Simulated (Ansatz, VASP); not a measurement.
# HgTe in VASP and in Ansatz

Contents of INCAR:

```
SYSTEM = HgTe
PREC = Accurate
ENCUT = 520
EDIFF = 1E-6
ISMEAR = -1
SIGMA = 0.15
LREAL = .FALSE.
LASPH = .TRUE.
NELM = 60
ALGO = Normal
ISIF = 2
LWAVE = .FALSE.
LCHARG = .FALSE.
GGA = PS
NBANDS = 16
```

The input KPOINTS:

```
regular mesh
0
G
  12 12 12
  0 0 0
```

The input POSCAR:

```
HgTe
1.0
    0.0000000000      3.2767854299      3.2767854299
    3.2767854299      0.0000000000      3.2767854299
    3.2767854299      3.2767854299      0.0000000000
Hg Te
1 1
Direct
    0.0000000000      0.0000000000      0.0000000000
    0.7500000000      0.7500000000      0.7500000000
```

Input for Ansatz:

```yaml
crystal:
  lattice:
    - [0.0, 3.2767854299, 3.2767854299]
    - [3.2767854299, 0.0, 3.2767854299]
    - [3.2767854299, 3.2767854299, 0.0]
  atoms:
    - { symbol: Hg, position: [0.0, 0.0, 0.0] }
    - { symbol: Te, position: [0.75, 0.75, 0.75] }
basis:
  ecutwfc: 420
kpoints:
  mp_grid: { grid: [12, 12, 12] }
hamiltonian:
  xc: pbesol
scf:
  occupations: { method: fermi_dirac, width: 0.15 }
output:
  forces: true
  stress: true
  eigenvalues: true
```

Alike in both runs: task single point; functional PBEsol; k mesh 12 × 12 × 12; occupations fermi-dirac, width 0.15 eV; no spin polarisation.

|  | VASP | Ansatz |
| --- | --- | --- |
| version | VASP 6.6.1 | Ansatz 0.2.0 |
| potentials or method | VASP PAW PBE potentials, release 64 (Hg, Te), cutoff 520 eV | scalar-relativistic, plane waves, PAW |
| valence electrons in the cell | 18 | 36 |

```csv
,VASP,Ansatz,Ansatz less VASP
gap on the k mesh at the Fermi level (eV),none,none,-
pressure (GPa),-0.7,-0.8,-0.10
```

VASP's potentials were made for PBE, not for PBEsol. A gap of «none» marks a metal or a gap that the smearing closes. With one functional, cell and mesh, what is left measures potentials, basis and numerics. VASP's potentials hold 18 valence electrons a cell and Ansatz's 36, so a difference there can come from the potentials and not from the codes.

Neither program's run includes spin-orbit coupling.
